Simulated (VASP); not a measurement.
**TiO2: single point with PBEsol**

Crystal: TiO2.

```xyz
6
Lattice="2.9592 -0.0001 -0.0068 -1.4797 2.5629 -0.0049 -0.0231 -0.0318 9.9082" Properties=species:S:1:pos:R:3 pbc="T T T"
Ti    0.0153    1.6953    6.1801
Ti    1.4955    0.8466    1.2216
O     1.4969    0.8439    7.1396
O     0.0180    1.7040    2.1824
O     0.0137   -0.0107    0.2688
O     0.0130   -0.0164    5.2266
```

```yaml
Program: VASP 6.6.1
Task: single point
Functional: PBEsol
Potentials_or_basis: VASP PAW PBE potentials, release 64 (Ti_sv, O)
Cutoff: 520 eV
k_mesh: 6 × 6 × 2
Occupations: fermi-dirac, width 0.05 eV
Spin: no spin polarisation
```

```json
{
  "Pressure": "0.6 GPa",
  "Largest force": "0.060 eV/Å",
  "Band gap on the k mesh": "2.70 eV (least direct gap 2.91 eV)"
}
```

Forces in eV/Å, atoms in the order of the input:
```
Ti   0.000  0.000  0.000
Ti   0.000  0.000  0.000
O    0.000  0.000  0.059
O    0.000  0.000  0.060
O    0.000  0.000 -0.059
O    0.000  0.000 -0.060
```

Stress tensor (GPa, compression positive):
```
0.81 0.00 0.01
0.00 0.81 0.01
0.01 0.01 0.32
```

Levels at points of the mesh, in eV from the valence-band top:
| k point | band 22 | band 23 | band 24 | band 25 | band 26 | band 27 |
| --- | --- | --- | --- | --- | --- | --- |
| (0.00, 0.00, 0.00) | -0.23 | -0.21 | -0.20 | 2.70 | 2.70 | 2.70 |
| (0.50, 0.00, 0.00) | -1.23 | -0.80 | -0.62 | 2.96 | 2.96 | 3.81 |
| (0.00, 0.50, 0.00) | -1.23 | -0.80 | -0.63 | 2.96 | 2.96 | 3.81 |
| (0.50, 0.50, 0.00) | -1.23 | -0.80 | -0.63 | 2.96 | 2.96 | 3.81 |
| (0.00, 0.00, 0.50) | -0.22 | -0.22 | -0.22 | 2.70 | 2.70 | 2.70 |
| (0.50, 0.00, 0.50) | -1.26 | -0.73 | -0.71 | 2.96 | 2.96 | 3.81 |
| (0.00, 0.50, 0.50) | -1.26 | -0.72 | -0.71 | 2.96 | 2.96 | 3.81 |
| (0.50, 0.50, 0.50) | -1.26 | -0.72 | -0.72 | 2.96 | 2.96 | 3.81 |

It took 67 s on 1 thread of Intel(R) Xeon(R) Platinum 8488C (Sapphire Rapids), on a shared host, peak memory 0.24 GiB.

Caveat: the PAW data sets were made with another functional, which shifts forces and pressure a little. A k mesh can miss the band edges.
